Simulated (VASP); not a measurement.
A run of VASP 6.6.1 is set up as follows.

Contents of INCAR:

```
ALGO = Normal ; EDIFF = 1E-7
ENCUT = 520 ; GGA = PE
ISIF = 2 ; ISMEAR = 0
LASPH = True ; LCHARG = False
LREAL = False ; LWAVE = False
NBANDS = 20 ; NELM = 100
PREC = Accurate ; SIGMA = 0.1
```

File KPOINTS:

```
k-points
0
Gamma
  24 24 24
```

POSCAR

```
V
1.0
   -2.3275893221      2.3275893221      1.2915595536
    2.3275893221     -2.3275893221      1.2915595536
    2.3275893221      2.3275893221     -1.2915595536
V
2
Direct
    0.0000000000      0.0000000000      0.0000000000
    0.7500000000      0.2500000000      0.5000000000
```

Potentials or basis: VASP PAW PBE potentials, release 64 (V_sv).

Command:

```sh
$ cat potpaw_PBE.64/V_sv/POTCAR > POTCAR
$ mpirun -np 1 vasp_std > vasp.out
```

Task: Estimate the pressure.

Result: 0.3 GPa.

Task: Predict the band gap on the k mesh.

Result: Zero (band 13 reaches 10.10 eV, above the bottom of band 14 at 9.10 eV).

Stress tensor (GPa, compression positive):
```
0.36 0.00 0.00
0.00 0.36 0.00
0.00 0.00 0.21
```
